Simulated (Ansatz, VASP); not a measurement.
# Cd2C in VASP and in Ansatz

```
CELL_PARAMETERS angstrom
0.00000 2.97063 2.97063
2.97063 0.00000 2.97063
2.97063 2.97063 0.00000
ATOMIC_POSITIONS crystal
C 0.00000 0.00000 0.00000
Cd 0.25000 0.25000 0.25000
Cd 0.75000 0.75000 0.75000
```

Alike in both runs: functional revPBE; k mesh 10 × 10 × 10; occupations fermi-dirac, width 0.03 eV; no spin polarisation.

Ansatz relaxed the structure, and its values are those at the end. VASP's run is a single point on that final structure, the one shown.

|  | VASP | Ansatz |
| --- | --- | --- |
| version | VASP 6.6.1 | Ansatz 0.2.0 |
| potentials or method | VASP PAW PBE potentials, release 64 (C, Cd) | PAW with Ansatz's default frozen-core files, scalar-relativistic |
| plane-wave cutoff (eV) | 520 | 420 |
| valence electrons in the cell | 28 | 44 |

Ansatz gave:

```
gap on the k mesh at the Fermi level (eV) : none
pressure (GPa)                            : 0.0
```

Question: Estimate VASP's values.

Answer: gap on the k mesh at the Fermi level (eV): none; pressure (GPa): 0.6.

VASP's potentials were made for PBE, not for revPBE. A gap of «none» marks a metal or a gap that the smearing closes. The functional is the same, so the differences come from potentials, cutoffs and numerics. VASP's potentials hold 28 valence electrons a cell and Ansatz's 44, so a difference there can come from the potentials and not from the codes.
